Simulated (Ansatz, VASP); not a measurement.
## One calculation of Rh, two programs

```
CELL_PARAMETERS angstrom
2.81179 0.00000 0.00000
-1.40589 2.43508 0.00000
0.00000 0.00000 4.17467
ATOMIC_POSITIONS crystal
Rh 0.66667 0.33333 0.75000
Rh 0.33333 0.66667 0.25000
```

Change from the starting cell: strain +0.040 along x and y, -0.040 along z, atoms carried along.

Alike in both runs: task single point; functional r2SCAN; k mesh 24 × 24 × 14; occupations gaussian, width 0.15 eV; no spin polarisation.

```csv
,VASP,Ansatz
version,VASP 6.6.1,Ansatz 0.2.0
potentials or method,"VASP PAW PBE potentials, release 64 (Rh_pv), cutoff 520 eV","scalar-relativistic, plane waves, PAW"
valence electrons in the cell,30,34
```

|  | VASP | Ansatz | Ansatz less VASP |
| --- | --- | --- | --- |
| gap on the k mesh at the Fermi level (eV) | none | none | - |
| pressure (GPa) | -6.2 | -7.2 | -1.03 |
| traceless stress, the component that is largest in VASP (GPa) | 11.49 | 11.25 | -0.236 |

VASP's potentials were made for PBE, not for r2SCAN. A gap of «none» marks a metal or a gap that the smearing closes. The functional is the same, so the differences come from potentials, cutoffs and numerics. VASP's potentials hold 30 valence electrons a cell and Ansatz's 34, so a difference there can come from the potentials and not from the codes.
